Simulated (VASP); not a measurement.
# LiH (Fm-3m) in VASP: notebook

LiH is run at these levels: PBEsol; tasks: single point, relaxation of cell and atoms.

Everything below comes from runs of VASP 6.6.1. Logs are shortened: lines on timing, memory, paths and dates and some standing lists are left out, and cuts for length are marked.

**1. The cell of the first run**

It takes space group Fm-3m (No. 225, cubic). The conventional cell has a = 3.980 Å, b = 3.980 Å, c = 3.980 Å, α = 90.00°, β = 90.00°, γ = 90.00°. Li (site symmetry m-3m) has 6 H at 1.99 Å within 2.6 Å. H (site symmetry m-3m) has 6 Li at 1.99 Å within 2.6 Å.

**2. Single point, PBEsol**

The input, INCAR:

```
  PREC = Accurate
  ENCUT = 520
  EDIFF = 1E-6
  ISMEAR = 0
  SIGMA = 0.01
  LREAL = F
  LASPH = T
  NELM = 80
  ALGO = Normal
  ISIF = 2
  LWAVE = F
  LCHARG = F
  GGA = PS
  NBANDS = 9
```

The input, KPOINTS:

```
Automatic mesh
0
Gamma
  10 10 10
```

The input, POSCAR:

```
LiH
1.0
    0.0000000000      1.9900925197      1.9900925197
    1.9900925197      0.0000000000      1.9900925197
    1.9900925197      1.9900925197      0.0000000000
Li H
1 1
Direct
    0.0000000000      0.0000000000      0.0000000000
    0.5000000000      0.5000000000      0.5000000000
```

Potentials or basis: VASP PAW PBE potentials, release 64 (Li_sv, H).

Command:

```console
$ cat potpaw_PBE.64/Li_sv/POTCAR potpaw_PBE.64/H/POTCAR > POTCAR
$ mpirun -np 1 vasp_std > vasp.out
```

OUTCAR:

```text
PREC = Accurate
   ENCUT = 520
   EDIFF = 1E-6
   ISMEAR = 0
   LREAL = F
   LASPH = T
   NELM = 80
   ISIF = 2
   GGA = PS

 ion  position               nearest neighbor table
   1  0.000  0.000  0.000-
   2  0.500  0.500  0.500-

  LATTYP: Found a face centered cubic cell.
 ALAT       =     3.9801850394

  Lattice vectors:

 A1 = (   0.0000000000,   1.9900925197,   1.9900925197)
 A2 = (   1.9900925197,   0.0000000000,   1.9900925197)
 A3 = (   1.9900925197,   1.9900925197,   0.0000000000)

Analysis of symmetry for initial positions (statically):
=====================================================================
 Subroutine PRICEL returns:
 Original cell was already a primitive cell.

 Routine SETGRP: Setting up the symmetry group for a
 face centered cubic supercell.

 Subroutine GETGRP returns: Found 48 space group operations
 (whereof 48 operations were pure point group operations)
 out of a pool of 48 trial point group operations.

The static configuration has the point symmetry O_h .

Analysis of symmetry for dynamics (positions and initial velocities):
=====================================================================
 Subroutine PRICEL returns:
 Original cell was already a primitive cell.

 Routine SETGRP: Setting up the symmetry group for a
 face centered cubic supercell.

 Subroutine GETGRP returns: Found 48 space group operations
 (whereof 48 operations were pure point group operations)
 out of a pool of 48 trial point group operations.

The dynamic configuration has the point symmetry O_h .

 Subroutine INISYM returns: Found 48 space group operations
 (whereof 48 operations are pure point group operations),
 and found     1 'primitive' translations

----------------------------------------------------------------------------------------

                                     Primitive cell

  volume of cell :      15.7634

  direct lattice vectors                    reciprocal lattice vectors
     0.000000000  1.990092520  1.990092520    -0.251244600  0.251244600  0.251244600
     1.990092520  0.000000000  1.990092520     0.251244600 -0.251244600  0.251244600
     1.990092520  1.990092520  0.000000000     0.251244600  0.251244600 -0.251244600

  length of vectors
     2.814415832  2.814415832  2.814415832     0.435168413  0.435168413  0.435168413

  position of ions in fractional coordinates (direct lattice)
     0.000000000  0.000000000  0.000000000
     0.500000000  0.500000000  0.500000000

  ion indices of the primitive-cell ions
   primitive index   ion index
                 1           1
                 2           2

----------------------------------------------------------------------------------------

 KPOINTS: Automatic mesh

Automatic generation of k-mesh.
 Grid dimensions read from file:
 generate k-points for:   10   10   10

 Generating k-lattice:

  Cartesian coordinates                     Fractional coordinates (reciprocal lattice)
    -0.025124460  0.025124460  0.025124460     0.100000000  0.000000000  0.000000000
     0.025124460 -0.025124460  0.025124460     0.000000000  0.100000000  0.000000000
     0.025124460  0.025124460 -0.025124460     0.000000000  0.000000000  0.100000000

  Length of vectors
     0.043516841  0.043516841  0.043516841

  Shift w.r.t. Gamma in fractional coordinates (k-lattice)
     0.000000000  0.000000000  0.000000000

 Subroutine IBZKPT returns following result:
 ===========================================

 Found     47 irreducible k-points:

 Following reciprocal coordinates:
            Coordinates               Weight
  0.000000  0.000000  0.000000      1.000000
  0.100000  0.000000  0.000000      8.000000
  0.200000  0.000000  0.000000      8.000000
  0.300000  0.000000  0.000000      8.000000
  0.400000  0.000000  0.000000      8.000000
  0.500000  0.000000  0.000000      4.000000
[... 16 lines left out ...]
  0.300000  0.300000  0.000000      6.000000
  0.400000  0.300000  0.000000     24.000000
 [... further k-points ...]
   k-points           NKPTS =     47   k-points in BZ     NKDIM =     47   number of bands    NBANDS=      9
   number of dos      NEDOS =    301   number of ions     NIONS =      2
   total plane-waves  NPLWV =  13824
   dimension x,y,z NGX =    24 NGY =   24 NGZ =   24
   dimension x,y,z NGXF=    48 NGYF=   48 NGZF=   48
   ions per type =               1   1
   NGX,Y,Z   is equivalent  to a cutoff of  14.18, 14.18, 14.18 a.u.
   NGXF,Y,Z  is equivalent  to a cutoff of  28.35, 28.35, 28.35 a.u.
 SYSTEM =  unknown system
   PREC   = accura    normal or accurate (medium, high low for compatibility)
   ISTART =      0    job   : 0-new  1-cont  2-samecut
   ICHARG =      2    charge: 1-file 2-atom 10-const
   ISPIN  =      1    spin polarized calculation?
   LNONCOLLINEAR =      F non collinear calculations
   LSORBIT =      F    spin-orbit coupling
   LASPH  =      T    aspherical Exc in radial PAW
   ENCUT  =  520.0 eV  38.22 Ry    6.18 a.u.   5.23  5.23  5.23*2*pi/ulx,y,z
   NELM   =     80;   NELMIN=  2; NELMDL= -5     # of ELM steps
   EDIFF  = 0.1E-05   stopping-criterion for ELM
   LREAL  =      F    real-space projection
   EDIFFG = 0.1E-04   stopping-criterion for IOM
   NSW    =      0    number of steps for IOM
   IBRION =     -1    ionic relax: 0-MD 1-quasi-New 2-CG
   NFREE  =      0    steps in history (QN), initial steepest desc. (CG)
   ISIF   =      2    stress and relaxation
   ISYM   =      2    0-nonsym 1-usesym 2-fastsym
   POTIM  = 0.5000    time-step for ionic-motion
   TEBEG  =    0.0;   TEEND  =   0.0 temperature during run
   PSTRESS=    0.0 pullay stress
   NELECT =       4.0000    total number of electrons
   NUPDOWN=      -1.0000    fix difference up-down
   EMIN   =  10.00;   EMAX   =-10.00  energy-range for DOS
   EFERMI =   0.00;   METHOD = LEGACY
   ISMEAR =     0;   SIGMA  =   0.01  broadening in eV -4-tet -1-fermi 0-gaus
   EFERMI_NEDOS =   21; number of points for ismear=-14 and -15
   IALGO  =     38    algorithm
   IMIX   =      4    mixing-type and parameters
     AMIX     =   0.40;   BMIX     =  1.00
     AMIX_MAG =   1.60;   BMIX_MAG =  1.00
  volume/ion in A,a.u.               =       7.88        53.19
  Fermi-wavevector in a.u.,A,eV,Ry     =   1.036442  1.958591 14.615535  1.074211
  Thomas-Fermi vector in A             =   2.170833
   LORBIT       =      0    0 simple, 1 ext, 2 COOP (PROOUT), +10 PAW based schemes
   GGA     = PS    functional components
   LHFCALC =     F    Hartree Fock is set to
   AEXX    =    0.0000 exact exchange contribution
   IVDW    =     0    specifies the selected vdW correction
   LEPSILON=     F    determine dielectric tensor
   LRPA    =     F    only Hartree local field effects (RPA)
 non-spin polarized calculation
 Gauss-broadening in eV      SIGMA  =   0.01
  energy-cutoff  :      520.00
  volume of cell :       15.76
 maximum number of plane-waves:       444
 NGX is ok and might be reduce to    24
   NGX = 11   NGY = 11   NGZ = 11

 number of electron       3.9999997 magnetization

 Free energy of the ion-electron system (eV)
  ---------------------------------------------------
  ext. energy  EPLUGINS =         0.00000000
  ---------------------------------------------------
  free energy    TOTEN  =        -6.12042299 eV

  energy without entropy =       -6.12042299  energy(sigma->0) =       -6.12042299

 E-fermi :   0.3348     XC(G=0):  -8.6799

 val. band max:        0.2583077709   @ k =   0.5000   0.5000   0.0000
 cond. band min:       2.9869583576   @ k =   0.5000   0.5000   0.0000
 fundamental gap:      2.7286505867
 Fermi energy:         0.3348403327

 k-point     1 :       0.0000    0.0000    0.0000
  band No.  band energies     occupation
      1     -43.4272      2.00000
      2      -5.3664      2.00000
      3      16.6383      0.00000
      4      18.1997      0.00000
      5      18.1997      0.00000
      6      18.1998      0.00000
      7      22.8560      0.00000
      8      22.8560      0.00000
      9      22.8560      0.00000

 k-point     2 :       0.1000    0.0000    0.0000
  band No.  band energies     occupation
      1     -43.4222      2.00000
      2      -5.1877      2.00000
      3      15.0100      0.00000
      4      17.2623      0.00000
      5      17.7927      0.00000
      6      17.7927      0.00000
      7      22.2828      0.00000
      8      23.7188      0.00000
      9      23.7188      0.00000

 k-point     3 :       0.2000    0.0000    0.0000
  band No.  band energies     occupation
      1     -43.4088      2.00000
      2      -4.6643      2.00000
      3      11.6096      0.00000
      4      16.0103      0.00000
      5      17.1423      0.00000
      6      17.1423      0.00000
      7      23.1625      0.00000
      8      23.5678      0.00000
      9      23.5679      0.00000

 k-point     4 :       0.3000    0.0000    0.0000
  band No.  band energies     occupation
      1     -43.3920      2.00000
      2      -3.8553      2.00000
      3       8.3854      0.00000
      4      14.9472      0.00000
      5      16.7485      0.00000
      6      16.7485      0.00000
      7      21.4814      0.00000
      8      21.4814      0.00000
      9      24.7625      0.00000
[... 205 lines left out ...]
 k-point    22 :      -0.2000    0.2000    0.0000
  band No.  band energies     occupation
      1     -43.3865      2.00000
      2      -3.5117      2.00000
      3       9.6384      0.00000
      4       9.9409      0.00000
      5      16.3487      0.00000
      6      17.2780      0.00000
      7      22.1774      0.00000
      8      24.2112      0.00000
      9      25.8899      0.00000

 k-point    23 :       0.3000    0.3000    0.0000
  band No.  band energies     occupation
      1     -43.3811      2.00000
      2      -3.1050      2.00000
      3       8.8187      0.00000
      4      12.4298      0.00000
      5      12.4298      0.00000
      6      15.5893      0.00000
      7      17.8390      0.00000
      8      29.0860      0.00000
      9      31.4599      0.00000

 k-point    24 :       0.4000    0.3000    0.0000
  band No.  band energies     occupation
      1     -43.3706      2.00000
      2      -2.1910      2.00000
      3       6.8671      0.00000
      4      10.6213      0.00000
      5      11.9817      0.00000
      6      16.4284      0.00000
      7      17.9311      0.00000
      8      30.1201      0.00000
      9      30.4751      0.00000

 [... further k-points ...]
[... 5 lines left out ...]
  --------------------------------------------------------------------------------------
  -------------------------------------------------------------------------------------
  Total       -0.0180080     -0.0180080     -0.0180080     -0.0000000      0.0000000     -0.0000000
  in kB       -1.8303216     -1.8303216     -1.8303216     -0.0000000      0.0000000     -0.0000000
  external PRESSURE =      -1.8303216 kB  Pullay stress =       0.0000000 kB

 VOLUME and BASIS-vectors are now :
 -----------------------------------------------------------------------------
  energy-cutoff  :      520.00
  volume of cell :       15.76
      direct lattice vectors                 reciprocal lattice vectors
     0.000000000  1.990092520  1.990092520    -0.251244600  0.251244600  0.251244600
     1.990092520  0.000000000  1.990092520     0.251244600 -0.251244600  0.251244600
     1.990092520  1.990092520  0.000000000     0.251244600  0.251244600 -0.251244600

 POSITION                                       TOTAL-FORCE (eV/Angst)
 -----------------------------------------------------------------------------------
      0.00000      0.00000      0.00000         0.000000     -0.000000     -0.000000
      1.99009      1.99009      1.99009        -0.000000      0.000000      0.000000
 -----------------------------------------------------------------------------------
    total drift:                                0.000000     -0.000000     -0.000000

  FREE ENERGIE OF THE ION-ELECTRON SYSTEM (eV)
  ---------------------------------------------------
  free  energy   TOTEN  =        -6.1204229862 eV

  energy  without entropy=       -6.1204229862  energy(sigma->0) =       -6.12042299
```

It took 4.2 s on 1 thread of Intel Xeon Platinum 8375C at 2.90GHz (Ice Lake), shared host; peak memory 0.13 GiB.

What came out:

| Property | Result |
| --- | --- |
| Free energy | -6.1204 eV |
| Band gap on the k mesh | 2.73 eV, direct |

Caveat: the cutoff is under 1.25 times the usual one of these potentials, so pressure, stress and relaxed cells hold a basis-set (Pulay) error; the PAW data sets were made with another functional, which shifts forces and pressure a little. As with any semilocal functional, this PBEsol gap is likely too small.

**3. Relaxation of cell and atoms, PBEsol**

The input, INCAR:

```
ALGO = Normal ; EDIFF = 1E-7
EDIFFG = -0.001 ; ENCUT = 600
GGA = PS ; IBRION = 2
ISIF = 3 ; ISMEAR = 0
LASPH = True ; LCHARG = False
LREAL = False ; LWAVE = False
NELM = 80 ; NSW = 80
PREC = Accurate ; SIGMA = 0.01
```

The input, KPOINTS:

```
k-points
0
Gamma
  10 10 10
```

The input, POSCAR:

```
LiH
1.0
    0.0000000000      1.9903858594      1.9903858594
    1.9903858594      0.0000000000      1.9903858594
    1.9903858594      1.9903858594      0.0000000000
Li H
1 1
Direct
    0.0000000000      0.0000000000      0.0000000000
    0.5000000000      0.5000000000      0.5000000000
```

Potentials or basis: VASP PAW PBE potentials, release 64 (Li_sv, H).

Command:

```console
$ cat potpaw_PBE.64/Li_sv/POTCAR potpaw_PBE.64/H/POTCAR > POTCAR
$ mpirun -np 1 vasp_std > vasp.out
```

OUTCAR:

```text
EDIFF = 1E-7
   EDIFFG = -0.001
   ENCUT = 600
   GGA = PS
   IBRION = 2
   ISIF = 3
   ISMEAR = 0
   LASPH = True
   LREAL = False
   NELM = 80
   NSW = 80
   PREC = Accurate

 ion  position               nearest neighbor table
   1  0.000  0.000  0.000-
   2  0.500  0.500  0.500-

  LATTYP: Found a face centered cubic cell.
 ALAT       =     3.9807717188

  Lattice vectors:

 A1 = (   0.0000000000,   1.9903858594,   1.9903858594)
 A2 = (   1.9903858594,   0.0000000000,   1.9903858594)
 A3 = (   1.9903858594,   1.9903858594,   0.0000000000)

Analysis of symmetry for initial positions (statically):
=====================================================================
 Subroutine PRICEL returns:
 Original cell was already a primitive cell.

 Routine SETGRP: Setting up the symmetry group for a
 face centered cubic supercell.

 Subroutine GETGRP returns: Found 48 space group operations
 (whereof 48 operations were pure point group operations)
 out of a pool of 48 trial point group operations.

The static configuration has the point symmetry O_h .

[... 164 lines left out ...]

  FORCE on cell =-STRESS in cart. coord.  units (eV):
  Direction    XX          YY          ZZ          XY          YZ          ZX
  --------------------------------------------------------------------------------------
  -------------------------------------------------------------------------------------
  Total       -0.0167967     -0.0167967     -0.0167967      0.0000000      0.0000000      0.0000000
  in kB       -1.7064427     -1.7064427     -1.7064427      0.0000000      0.0000000      0.0000000
  external PRESSURE =      -1.7064427 kB  Pullay stress =       0.0000000 kB
[... 59 lines left out ...]
--------------------------------------- Ionic step        3  -------------------------------------------

 number of electron       3.9999998 magnetization

 Free energy of the ion-electron system (eV)
  ---------------------------------------------------
  ext. energy  EPLUGINS =         0.00000000
  ---------------------------------------------------
  free energy    TOTEN  =        -6.12138950 eV

  energy without entropy =       -6.12138950  energy(sigma->0) =       -6.12138950

 E-fermi :   0.4610     XC(G=0):  -8.6943

 val. band max:        0.2776991384   @ k =   0.5000   0.5000   0.0000
 cond. band min:       3.0024839458   @ k =   0.5000   0.5000   0.0000
 fundamental gap:      2.7247848075
 Fermi energy:         0.4609950035

 k-point     1 :       0.0000    0.0000    0.0000
  band No.  band energies     occupation
      1     -43.4011      2.00000
      2      -5.3631      2.00000
      3      16.7042      0.00000
      4      18.2602      0.00000
      5      18.2602      0.00000
      6      18.2602      0.00000
[... 199 lines left out ...]
 k-point    24 :       0.4000    0.3000    0.0000
  band No.  band energies     occupation
      1     -43.3433      2.00000
      2      -2.1820      2.00000
      3       6.8982      0.00000
      4      10.6594      0.00000
      5      12.0236      0.00000
      6      16.4826      0.00000

 [... further k-points ...]
[... 5 lines left out ...]
  --------------------------------------------------------------------------------------
  -------------------------------------------------------------------------------------
  Total        0.0000474      0.0000474      0.0000474     -0.0000000     -0.0000000      0.0000000
  in kB        0.0048372      0.0048372      0.0048372     -0.0000000     -0.0000000      0.0000000
  external PRESSURE =       0.0048372 kB  Pullay stress =       0.0000000 kB
[... 17 lines left out ...]
  FREE ENERGIE OF THE ION-ELECTRON SYSTEM (eV)
  ---------------------------------------------------
  free  energy   TOTEN  =        -6.1213894952 eV

  energy  without entropy=       -6.1213894952  energy(sigma->0) =       -6.12138950

 reached required accuracy - stopping structural energy minimisation
```

Wall time 6.3 s (1 thread of Intel Xeon Platinum 8375C at 2.90GHz (Ice Lake), shared host); peak memory 0.13 GiB.

Results:

| Quantity | Value |
| --- | --- |
| Free energy | -6.1214 eV |
| Relaxed volume | 7.85 Å³/atom |
| Relaxed cell | a = 2.810 Å, b = 2.810 Å, c = 2.810 Å, α = 60.00°, β = 60.00°, γ = 60.00° |
| Space group after relaxing (to 0.05 Å) | Fm-3m (No. 225) |
| Energy gained by relaxing | 0.0 meV/atom |
| Ionic steps | 3 |
| Pressure after relaxing | 0.0 GPa |
| Band gap on the k mesh | 2.72 eV, direct |

Final structure:
```xyz
2
Lattice="0.0000 1.9873 1.9873 1.9873 0.0000 1.9873 1.9873 1.9873 0.0000" Properties=species:S:1:pos:R:3 pbc="T T T"
Li    0.0000    0.0000    0.0000
H     1.9873    1.9873    1.9873
```

Caveat: the cutoff is under 1.25 times the usual one of these potentials, so pressure, stress and relaxed cells hold a basis-set (Pulay) error; the PAW data sets were made with another functional, which shifts forces and pressure a little. A k mesh can miss the band edges.
